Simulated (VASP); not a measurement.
Input of a VASP 6.6.1 run:

File INCAR:

```
SYSTEM = Mg7Se
ALGO     = Normal         ! electronic algorithm
EDIFF    = 1E-7           ! SCF threshold, eV
ENCUT    = 520            ! plane-wave cutoff, eV
GGA      = PE             ! functional
ISIF     = 2              ! what is computed and relaxed
ISMEAR   = 0              ! smearing method
LASPH    = .TRUE.         ! aspherical terms in the spheres
LCHARG   = .FALSE.        ! write CHGCAR
LREAL    = .FALSE.        ! projectors in reciprocal space
LWAVE    = .FALSE.        ! write WAVECAR
NBANDS   = 20             ! bands
NELM     = 60             ! most SCF steps
PREC     = Accurate       ! precision mode
SIGMA    = 0.2            ! smearing width, eV
```

File KPOINTS:

```
k-points
0
G
  4 4 4
  0 0 0
```

File POSCAR:

```
Mg7Se
1.0
   -3.5561109606      3.5561109606      3.5561109606
    3.5561109606     -3.5561109606      3.5561109606
    3.5561109606      3.5561109606     -3.5561109606
Mg Se
7 1
Direct
    0.0000000000      0.5000000000      0.5000000000
    0.5000000000      0.5000000000      0.5000000000
    0.5000000000      0.0000000000      0.5000000000
    0.0000000000      0.5000000000      0.0000000000
    0.5000000000      0.5000000000      0.0000000000
    0.5000000000      0.0000000000      0.0000000000
    0.0000000000      0.0000000000      0.5000000000
    0.0000000000      0.0000000000      0.0000000000
```

Potentials or basis: VASP PAW PBE potentials, release 64 (Mg, Se).

Command:

```sh
$ cat potpaw_PBE.64/Mg/POTCAR potpaw_PBE.64/Se/POTCAR > POTCAR
$ mpirun -np 1 vasp_std > vasp.out
```

**Question.** Estimate the pressure.

**Answer.** 0.1 GPa.

**Question.** Estimate the band gap on the k mesh.

**Answer.** Zero (band 10 reaches 3.60 eV, above the bottom of band 11 at 2.15 eV).
